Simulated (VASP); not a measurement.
## CdS (Greenockite): density of states with PBE

The system is CdS (Greenockite).

```
Cd S
1.0
     4.15000    0.00000    0.00000
    -2.07500    3.59401    0.00000
     0.00000    0.00000    6.73700
Cd S
2 2
Cartesian
  2.0750 1.1980 3.3685
  0.0000 2.3960 0.0000
  2.0750 1.1980 5.8949
  0.0000 2.3960 2.5264
```

```
Program                 : VASP 6.6.1
Task                    : density of states
Functional              : PBE
Potentials or basis     : VASP PAW PBE potentials, release 64 (Cd, S)
Cutoff                  : 520 eV
k mesh                  : 4 × 4 × 3
Occupations             : fermi-dirac, width 0.05 eV
Spin                    : no spin polarisation
Dipole correction       : no
k mesh for the DOS      : 6 × 6 × 5
Occupations for the DOS : tetrahedron
Further INCAR settings  : ALGO = Normal; EDIFF = 1e-07
```

```json
{
 "Valence electrons inside the program's atomic spheres": "Cd 10.31; S 3.72"
}
```

Levels at points of the mesh, in eV from the valence-band top:
| k point | band 14 | band 15 | band 16 | band 17 | band 18 | band 19 | band 20 | band 21 | band 22 |
| --- | --- | --- | --- | --- | --- | --- | --- | --- | --- |
| (0.00, 0.00, 0.00) | -0.76 | -0.76 | -0.04 | 0.00 | 0.00 | 1.19 | 2.78 | 6.47 | 6.47 |
| (0.50, 0.00, 0.00) | -3.47 | -2.62 | -1.85 | -1.29 | -0.73 | 3.71 | 3.88 | 5.11 | 6.39 |

Run time: 30 s on 1 thread of AMD EPYC 9R45 96-Core Processor (Zen 5) (shared host), peak memory 0.18 GiB.

Caveat: the k points lie up to 0.44 Å⁻¹ apart.
